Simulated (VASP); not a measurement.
## MgO: single point with LDA

The system is MgO.

```
Mg O
1.0
     0.00000    2.12415    2.12415
     2.12415    0.00000    2.12415
     2.12415    2.12415    0.00000
Mg O
1 1
Direct
  0.00000 0.00000 0.00000
  0.50000 0.50000 0.50000
```

| Quantity | Value |
| --- | --- |
| Program | VASP 6.6.1 |
| Task | single point |
| Functional | LDA |
| Potentials or basis | VASP PAW LDA potentials, release 64 (Mg_sv, O) |
| Cutoff | 840 eV |
| k mesh | 8 × 8 × 8 |
| Occupations | gaussian, width 0.05 eV |
| Spin | no spin polarisation |

| Quantity | Value |
| --- | --- |
| Pressure | -9.2 GPa |
| Band gap on the k mesh | 4.42 eV |

Levels at points of the mesh, in eV from the valence-band top:
```
           k point  band 5  band 6  band 7  band 8  band 9  band 10  band 11  band 12
(0.00, 0.00, 0.00)  -16.85    0.00    0.00    0.00    4.42    15.39    15.39    15.39
(0.50, 0.00, 0.00)  -15.54   -4.58   -0.64   -0.64    7.58    12.12    15.75    15.75
(0.50, 0.50, 0.00)  -15.32   -4.02   -1.33   -1.33    8.87     9.46    12.63    18.27
```

Wall time 11 s on 1 thread of Intel(R) Xeon(R) Platinum 8259CL CPU @ 2.50GHz (Skylake/Cascade Lake), on a shared host, peak memory 0.14 GiB.

Caveat: the cell stands under tension.
